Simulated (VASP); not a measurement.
# Al3N (P6_3/mcm) in VASP: a series of runs

Al3N is run at these levels: PBE; tasks: single point, relaxation of cell and atoms.

All numbers are computed with VASP 6.6.1; they aren't measurements. Logs are shortened: lines on timing, memory, paths and dates and some standing lists are left out, and cuts for length are marked.

**1. The cell of the first run**

The structure is hexagonal, space group P6_3/mcm (No. 193). Conventional cell: a = 5.195 Å, b = 5.195 Å, c = 4.693 Å, α = 90.00°, β = 90.00°, γ = 120.00°. Al (site symmetry m2m) has 2 N at 2.00 Å within 2.6 Å. Within 2.6 Å of N (site symmetry -3m) lie 6 Al at 2.00 Å and 2 N at 2.35 Å.

**2. Single point, PBE, collinear spin, ferromagnetic start**

INCAR

```
SYSTEM = Al3N
PREC = Accurate
ENCUT = 520
EDIFF = 1E-6
ISMEAR = 0
SIGMA = 0.1
LREAL = .FALSE.
LASPH = .TRUE.
NELM = 150
ALGO = Normal
ISIF = 2
LWAVE = .FALSE.
LCHARG = .TRUE.
ISPIN = 2
MAGMOM = 0 0 0 0 0 0 1 1
LORBIT = 11
GGA = PE
LELF = .TRUE.
LVHAR = .TRUE.
NBANDS = 28
```

KPOINTS

```
Automatic mesh
0
G
  6 6 4
  0 0 0
```

POSCAR

```
Al3N
1.0
    5.1946198642      0.0000000000      0.0000000000
   -2.5973099322      4.4986727654      0.0000000000
    0.0000000000      0.0000000000      4.6928055763
Al N
6 2
Direct
    0.3115000000      0.3115000000      0.2500000000
    0.0000000000      0.3115000000      0.7500000000
    0.6885000000      0.0000000000      0.2500000000
    0.6885000000      0.6885000000      0.7500000000
    0.0000000000      0.6885000000      0.2500000000
    0.3115000000      0.0000000000      0.7500000000
    0.0000000000      0.0000000000      0.0000000000
    0.0000000000      0.0000000000      0.5000000000
```

Potentials or basis: VASP PAW PBE potentials, release 64 (Al, N).

On the command line:

```
cat potpaw_PBE.64/Al/POTCAR potpaw_PBE.64/N/POTCAR > POTCAR
mpirun -np 1 vasp_std > vasp.out
```

OUTCAR:

```text
SYSTEM = Al3N
   PREC = Accurate
   ENCUT = 520
   EDIFF = 1E-6
   ISMEAR = 0
   LREAL = .FALSE.
   LASPH = .TRUE.
   NELM = 150
   ISIF = 2
   ISPIN = 2
   LORBIT = 11
   GGA = PE

 ion  position               nearest neighbor table
   1  0.312  0.312  0.250-   7 2.00   8 2.00   3 2.80   5 2.80   2 2.85   2 2.85   6 2.85   6 2.85
                             4 3.06   4 3.06   5 3.10   3 3.10   3 3.10   5 3.10
   2  0.000  0.312  0.750-   7 2.00   8 2.00   4 2.80   6 2.80   3 2.85   3 2.85   1 2.85   1 2.85
                             5 3.06   5 3.06   4 3.10   6 3.10   6 3.10   4 3.10
   3  0.688  0.000  0.250-   7 2.00   8 2.00   1 2.80   5 2.80   2 2.85   2 2.85   4 2.85   4 2.85
                             6 3.06   6 3.06   5 3.10   1 3.10   5 3.10   1 3.10
   4  0.688  0.688  0.750-   7 2.00   8 2.00   6 2.80   2 2.80   5 2.85   5 2.85   3 2.85   3 2.85
                             1 3.06   1 3.06   2 3.10   6 3.10   6 3.10   2 3.10
   5  0.000  0.688  0.250-   7 2.00   8 2.00   1 2.80   3 2.80   6 2.85   6 2.85   4 2.85   4 2.85
                             2 3.06   2 3.06   1 3.10   3 3.10   3 3.10   1 3.10
   6  0.312  0.000  0.750-   7 2.00   8 2.00   4 2.80   2 2.80   5 2.85   5 2.85   1 2.85   1 2.85
                             3 3.06   3 3.06   2 3.10   4 3.10   2 3.10   4 3.10
   7  0.000  0.000  0.000-   1 2.00   4 2.00   3 2.00   6 2.00   5 2.00   2 2.00
   8  0.000  0.000  0.500-   1 2.00   4 2.00   3 2.00   6 2.00   5 2.00   2 2.00

  LATTYP: Found a hexagonal cell.
 ALAT       =     5.1946198642
 C/A-ratio  =     0.9033973032

  Lattice vectors:

 A1 = (   5.1946198642,   0.0000000000,   0.0000000000)
 A2 = (  -2.5973099322,   4.4986727654,   0.0000000000)
 A3 = (   0.0000000000,   0.0000000000,   4.6928055763)

Analysis of symmetry for initial positions (statically):
=====================================================================
 Subroutine PRICEL returns:
 Original cell was already a primitive cell.

 Routine SETGRP: Setting up the symmetry group for a
 hexagonal supercell.

 Subroutine GETGRP returns: Found 24 space group operations
 (whereof 12 operations were pure point group operations)
 out of a pool of 24 trial point group operations.

The static configuration has the point symmetry D_3d.
 The point group associated with its full space group is D_6h.

Analysis of symmetry for dynamics (positions and initial velocities):
=====================================================================
 Subroutine PRICEL returns:
 Original cell was already a primitive cell.

 Routine SETGRP: Setting up the symmetry group for a
 hexagonal supercell.

 Subroutine GETGRP returns: Found 24 space group operations
 (whereof 12 operations were pure point group operations)
 out of a pool of 24 trial point group operations.

The dynamic configuration has the point symmetry D_3d.
 The point group associated with its full space group is D_6h.

Analysis of structural, dynamic, and magnetic symmetry:
=====================================================================
 Subroutine PRICEL returns:
 Original cell was already a primitive cell.

 Routine SETGRP: Setting up the symmetry group for a
 hexagonal supercell.

 Subroutine GETGRP returns: Found 24 space group operations
 (whereof 12 operations were pure point group operations)
 out of a pool of 24 trial point group operations.

The overall configuration has the point symmetry D_3d.
 The point group associated with its full space group is D_6h.

 Subroutine INISYM returns: Found 24 space group operations
 (whereof 12 operations are pure point group operations),
 and found     1 'primitive' translations

----------------------------------------------------------------------------------------

                                     Primitive cell

  volume of cell :     109.6657

  direct lattice vectors                    reciprocal lattice vectors
     5.194619864  0.000000000  0.000000000     0.192506868  0.111143892  0.000000000
    -2.597309932  4.498672765  0.000000000     0.000000000  0.222287784  0.000000000
     0.000000000  0.000000000  4.692805576     0.000000000  0.000000000  0.213092144

  length of vectors
     5.194619864  5.194619864  4.692805576     0.222287784  0.222287784  0.213092144

  position of ions in fractional coordinates (direct lattice)
     0.311500000  0.311500000  0.250000000
     0.000000000  0.311500000  0.750000000
     0.688500000  0.000000000  0.250000000
[... 76 lines left out ...]
   ISTART =      0    job   : 0-new  1-cont  2-samecut
   ICHARG =      2    charge: 1-file 2-atom 10-const
   ISPIN  =      2    spin polarized calculation?
   LNONCOLLINEAR =      F non collinear calculations
   LSORBIT =      F    spin-orbit coupling
   LASPH  =      T    aspherical Exc in radial PAW
   ENCUT  =  520.0 eV  38.22 Ry    6.18 a.u.   9.66  9.66  8.73*2*pi/ulx,y,z
   NELM   =    150;   NELMIN=  2; NELMDL= -5     # of ELM steps
   EDIFF  = 0.1E-05   stopping-criterion for ELM
   LREAL  =      F    real-space projection
   EDIFFG = 0.1E-04   stopping-criterion for IOM
   NSW    =      0    number of steps for IOM
   IBRION =     -1    ionic relax: 0-MD 1-quasi-New 2-CG
   NFREE  =      0    steps in history (QN), initial steepest desc. (CG)
   ISIF   =      2    stress and relaxation
   ISYM   =      2    0-nonsym 1-usesym 2-fastsym
   POTIM  = 0.5000    time-step for ionic-motion
   TEBEG  =    0.0;   TEEND  =   0.0 temperature during run
   PSTRESS=    0.0 pullay stress
   NELECT =      28.0000    total number of electrons
   NUPDOWN=      -1.0000    fix difference up-down
   EMIN   =  10.00;   EMAX   =-10.00  energy-range for DOS
   EFERMI =   0.00;   METHOD = LEGACY
   ISMEAR =     0;   SIGMA  =   0.10  broadening in eV -4-tet -1-fermi 0-gaus
   EFERMI_NEDOS =   21; number of points for ismear=-14 and -15
   IALGO  =     38    algorithm
   IMIX   =      4    mixing-type and parameters
     AMIX     =   0.40;   BMIX     =  1.00
     AMIX_MAG =   1.60;   BMIX_MAG =  1.00
  volume/ion in A,a.u.               =      13.71        92.51
  Fermi-wavevector in a.u.,A,eV,Ry     =   1.038574  1.962619 14.675721  1.078635
  Thomas-Fermi vector in A             =   2.173064
   LORBIT       =     11    0 simple, 1 ext, 2 COOP (PROOUT), +10 PAW based schemes
   GGA     = PE    functional components
   LHFCALC =     F    Hartree Fock is set to
   AEXX    =    0.0000 exact exchange contribution
   IVDW    =     0    specifies the selected vdW correction
   LEPSILON=     F    determine dielectric tensor
   LRPA    =     F    only Hartree local field effects (RPA)
 spin polarized calculation
 Gauss-broadening in eV      SIGMA  =   0.10
  energy-cutoff  :      520.00
  volume of cell :      109.67
 maximum number of plane-waves:      3011
 NGX is ok and might be reduce to    40
   NGX = 19   NGY = 19   NGZ = 17

 number of electron      27.9999995 magnetization      -0.0001517

 number of electron      27.9999995 magnetization       0.0000493

 Free energy of the ion-electron system (eV)
  ---------------------------------------------------
  ext. energy  EPLUGINS =         0.00000000
  ---------------------------------------------------
  free energy    TOTEN  =       -38.91264210 eV

  energy without entropy =      -38.89759725  energy(sigma->0) =      -38.90511967

 E-fermi :   8.3753     XC(G=0): -10.4567

 val. band max:        8.3555504085   @ k =   0.5000   0.0000   0.0000
 cond. band min:       8.3914427369   @ k =   0.1667   0.1667   0.2500
 fundamental gap:      0.0358923284
 Fermi energy:         8.3752519630

 spin component 1

 k-point     1 :       0.0000    0.0000    0.0000
  band No.  band energies     occupation
      1      -9.9599      1.00000
      2      -6.7688      1.00000
      3      -1.0032      1.00000
      4      -0.0841      1.00000
      5      -0.0841      1.00000
      6       0.0832      1.00000
[... 598 lines left out ...]
     25      14.8495      0.00000
     26      14.8495      0.00000
 Fermi energy:         8.3752519630

 spin component 2

 k-point     1 :       0.0000    0.0000    0.0000
  band No.  band energies     occupation
      1      -9.9599      1.00000
      2      -6.7689      1.00000
      3      -1.0031      1.00000
      4      -0.0840      1.00000
      5      -0.0840      1.00000
      6       0.0832      1.00000
[... 598 lines left out ...]
     25      14.8496      0.00000
     26      14.8496      0.00000
 [bands above 26 left out]

------------------------ aborting loop because EDIFF is reached ----------------------------------------

  FORCE on cell =-STRESS in cart. coord.  units (eV):
  Direction    XX          YY          ZZ          XY          YZ          ZX
  --------------------------------------------------------------------------------------
  -------------------------------------------------------------------------------------
  Total       -5.8318694     -5.8318694     18.9030601      0.0000000     -0.0000000      0.0000000
  in kB      -85.2015775    -85.2015775    276.1671134      0.0000000     -0.0000000      0.0000000
  external PRESSURE =      35.2546528 kB  Pullay stress =       0.0000000 kB

 VOLUME and BASIS-vectors are now :
 -----------------------------------------------------------------------------
  energy-cutoff  :      520.00
  volume of cell :      109.67
      direct lattice vectors                 reciprocal lattice vectors
     5.194619864  0.000000000  0.000000000     0.192506868  0.111143892  0.000000000
    -2.597309932  4.498672765  0.000000000     0.000000000  0.222287784  0.000000000
     0.000000000  0.000000000  4.692805576     0.000000000  0.000000000  0.213092144

 POSITION                                       TOTAL-FORCE (eV/Angst)
 -----------------------------------------------------------------------------------
      0.80906      1.40134      1.17320         0.510109      0.883535      0.000000
     -0.80906      1.40134      3.51960        -0.510109      0.883535      0.000000
      3.57650      0.00000      1.17320        -1.020218      0.000000      0.000000
      1.78825      3.09734      3.51960        -0.510109     -0.883535     -0.000000
     -1.78825      3.09734      1.17320         0.510109     -0.883535     -0.000000
      1.61812      0.00000      3.51960         1.020218      0.000000      0.000000
      0.00000      0.00000      0.00000         0.000000      0.000000     -0.000000
      0.00000      0.00000      2.34640         0.000000      0.000000     -0.000000
 -----------------------------------------------------------------------------------
    total drift:                                0.000000     -0.000000     -0.000000

  FREE ENERGIE OF THE ION-ELECTRON SYSTEM (eV)
  ---------------------------------------------------
  free  energy   TOTEN  =       -38.9126421026 eV

  energy  without entropy=      -38.8975972453  energy(sigma->0) =      -38.90511967

 total charge

# of ion       s       p       d       tot
------------------------------------------
    1        0.389   0.336   0.000   0.726
    2        0.389   0.336   0.000   0.726
    3        0.389   0.336   0.000   0.726
    4        0.389   0.336   0.000   0.726
    5        0.389   0.336   0.000   0.726
    6        0.389   0.336   0.000   0.726
    7        1.276   2.604   0.000   3.880
    8        1.276   2.604   0.000   3.880
--------------------------------------------------
tot          4.889   7.226   0.000  12.115

 magnetization (x)

# of ion       s       p       d       tot
------------------------------------------
    1       -0.000   0.000   0.000   0.000
    2       -0.000   0.000   0.000   0.000
    3       -0.000   0.000   0.000   0.000
    4       -0.000   0.000   0.000   0.000
    5       -0.000   0.000   0.000   0.000
    6       -0.000   0.000   0.000   0.000
    7       -0.000   0.000   0.000  -0.000
    8       -0.000   0.000   0.000  -0.000
--------------------------------------------------
tot         -0.000   0.000   0.000  -0.000
```

It took 50 s on 1 thread of Intel Xeon 6975P-C (Granite Rapids), shared host; peak memory 0.31 GiB.

Results:

- Free energy: -38.9126 eV
- Pressure: 3.5 GPa
- Largest force: 1.020 eV/Å
- Band gap on the k mesh: zero (filled and empty bands overlap)
- Net moment: 0.00 μB per cell
- Valence electrons inside the program's atomic spheres: Al 0.73; N 3.88

Forces in eV/Å, atoms in the order of the input:
```
Al   0.510  0.884  0.000
Al  -0.510  0.884  0.000
Al  -1.020  0.000  0.000
Al  -0.510 -0.884  0.000
Al   0.510 -0.884  0.000
Al   1.020  0.000  0.000
N    0.000  0.000  0.000
N    0.000  0.000  0.000
```

Caveat: forces of over 1 eV/Å act on the atoms, so gaps and moduli don't describe the material at rest.

**3. Relaxation of cell and atoms, PBE**

This run uses another cell than the first one, of 13.41 Å³/atom, 0.978 times its volume.

INCAR

```
PREC = Accurate ; ENCUT = 600
EDIFF = 1E-7 ; ISMEAR = 0
SIGMA = 0.1 ; LREAL = F
LASPH = T ; NELM = 60
ALGO = Normal ; ISIF = 3
LWAVE = F ; LCHARG = F
GGA = PE ; IBRION = 2
NSW = 100 ; EDIFFG = -0.01
```

KPOINTS

```
regular mesh
0
Gamma
  12 12 8
```

POSCAR

```
Al3N
1.0
    4.8699369588      0.0000000000      0.0000000000
   -2.4349684794      4.2174891211      0.0000000000
    0.0000000000      0.0000000000      5.2236126962
Al N
6 2
Direct
    0.3267154756      0.3267154756      0.2500000000
    0.0000000000      0.3267154756      0.7500000000
    0.6732845244      0.0000000000      0.2500000000
    0.6732845244      0.6732845244      0.7500000000
    0.0000000000      0.6732845244      0.2500000000
    0.3267154756      0.0000000000      0.7500000000
    0.0000000000      0.0000000000      0.0000000000
    0.0000000000      0.0000000000      0.5000000000
```

Potentials or basis: VASP PAW PBE potentials, release 64 (Al, N).

On the command line:

```
cat potpaw_PBE.64/Al/POTCAR potpaw_PBE.64/N/POTCAR > POTCAR
mpirun -np 1 vasp_std > vasp.out
```

Run time: 2.5 min. Hardware: 1 thread of Intel Xeon 6975P-C (Granite Rapids), shared host; peak memory 0.38 GiB.

Results (log left out):

| Quantity | Value |
| --- | --- |
| Free energy | -40.6529 eV |
| Relaxed volume | 13.42 Å³/atom |
| Relaxed cell | a = 4.870 Å, b = 4.870 Å, c = 5.227 Å, α = 90.00°, β = 90.00°, γ = 120.00° |
| Space group after relaxing (to 0.05 Å) | P6_3/mcm (No. 193) |
| Energy gained by relaxing | 0.0 meV/atom |
| Ionic steps | 2 |
| Pressure after relaxing | 0.1 GPa |
| Band gap on the k mesh | zero (band 14 reaches 9.01 eV, above the bottom of band 15 at 7.32 eV) |

The path:
```
step  energy change (eV)  largest force (eV/Å)  pressure (GPa)  volume (Å³)
   1              0.0000                0.0468            0.06       107.29
   2             -0.0004                0.0001            0.07       107.37
```

Final structure:
```yaml
crystal:
  lattice:
    - [4.87039, 0.00000, 0.00000]
    - [-2.43520, 4.21788, 0.00000]
    - [0.00000, 0.00000, 5.22675]
  atoms:
    - { symbol: Al, position: [0.32625, 0.32625, 0.25000] }
    - { symbol: Al, position: [0.00000, 0.32625, 0.75000] }
    - { symbol: Al, position: [0.67375, 0.00000, 0.25000] }
    - { symbol: Al, position: [0.67375, 0.67375, 0.75000] }
    - { symbol: Al, position: [0.00000, 0.67375, 0.25000] }
    - { symbol: Al, position: [0.32625, 0.00000, 0.75000] }
    - { symbol: N, position: [0.00000, 0.00000, 0.00000] }
    - { symbol: N, position: [0.00000, 0.00000, 0.50000] }
```

Levels at points of the mesh, in eV from the Fermi level:
| k point | band 10 | band 11 | band 12 | band 13 | band 14 | band 15 | band 16 | band 17 | band 18 | band 19 |
| --- | --- | --- | --- | --- | --- | --- | --- | --- | --- | --- |
| (0.00, 0.00, 0.00) | -2.86 | -2.86 | -2.65 | -2.44 | -2.27 | 1.52 | 1.88 | 1.88 | 2.14 | 2.14 |
| (0.50, 0.00, 0.00) | -3.22 | -2.26 | -1.56 | -0.70 | -0.52 | -0.48 | 0.44 | 0.53 | 2.82 | 3.95 |
| (0.00, 0.00, 0.50) | -5.49 | -1.49 | -1.49 | -1.49 | -1.49 | -1.21 | -1.21 | 2.98 | 2.98 | 3.80 |
| (0.50, 0.00, 0.50) | -4.78 | -2.78 | -2.78 | 0.08 | 0.08 | 1.52 | 1.52 | 2.99 | 2.99 | 4.29 |
